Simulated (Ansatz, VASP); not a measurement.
# C in VASP and in Ansatz

```
C
1.0
     0.00000    1.79349    1.79349
     1.78014    0.01335    1.78014
     1.78014    1.78014    0.01335
C
2
Cartesian
  1.7801 1.7935 1.7935
  2.6702 2.6902 2.6902
```

Change from the starting cell: strain +0.0150 x Voigt [0, 0, 0, 1, 0, 0], atoms carried along.

Alike in both runs: task single point; functional r2SCAN; k mesh 12 × 12 × 12; occupations gaussian, width 0.05 eV; no spin polarisation.

```csv
,VASP,Ansatz
version,VASP 6.6.1,Ansatz 0.2.0
potentials or method,"VASP PAW PBE potentials, release 64 (C_h), cutoff 910 eV","scalar-relativistic, plane waves, PAW"
valence electrons in the cell,8,8
```

VASP gave:

```
gap on the k mesh at the Fermi level (eV) : 4.37
least direct gap on the mesh (eV)         : 5.66
rms of the force components (eV/Å)        : 0.018
```

Question: Estimate Ansatz's values.

Answer: gap on the k mesh at the Fermi level (eV): 4.37; least direct gap on the mesh (eV): 5.66; rms of the force components (eV/Å): 0.019.

VASP's potentials were made for PBE, not for r2SCAN. Atom by atom the forces differ by 0.001 eV/Å (rms over components). The functional is the same, so the differences come from potentials, cutoffs and numerics.

Noted on VASP's run: the cutoff is short for stress, so the pressure is rough.
